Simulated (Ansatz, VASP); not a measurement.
**BiTe in VASP and in Ansatz**

```
Bi Te
1.0
     4.36223    0.00000    0.00000
    -2.18112    3.77781    0.00000
     0.00000    0.00000   23.72496
Bi Te
6 6
Direct
  0.00000 0.00000 0.12389
  0.00000 0.00000 0.87611
  0.33333 0.66667 0.29223
  0.66667 0.33333 0.70777
  0.66667 0.33333 0.46417
  0.33333 0.66667 0.53583
  0.33333 0.66667 0.05124
  0.66667 0.33333 0.94876
  0.66667 0.33333 0.20852
  0.33333 0.66667 0.79148
  0.00000 0.00000 0.36574
  0.00000 0.00000 0.63426
```

Change from the starting cell: volume scaled by 0.96, ions relaxed.

Alike in both runs: functional PBE; k mesh 11 × 11 × 2; occupations fermi-dirac, width 0.05 eV; no spin polarisation.

Ansatz relaxed the structure, and its values are those at the end. VASP's run is a single point on that final structure, the one shown.

|  | VASP | Ansatz |
| --- | --- | --- |
| version | VASP 6.6.1 | Ansatz 0.2.0 |
| potentials or method | VASP PAW PBE potentials, release 64 (Bi_d, Te) | plane-wave PAW, scalar-relativistic |
| plane-wave cutoff (eV) | 520 | 420 |
| valence electrons in the cell | 126 | 186 |

Ansatz gave:

```
pressure (GPa)                     : 4.0
rms of the force components (eV/Å) : 0.006
```

Q: Estimate VASP's values.

A: Pressure (GPa): 4.0; rms of the force components (eV/Å): 0.009.

VASP's potentials hold 126 valence electrons a cell and Ansatz's 186, so a difference there can come from the potentials and not from the codes. Ansatz's warnings: stress scf threshold loose.

Spin-orbit coupling is off throughout.
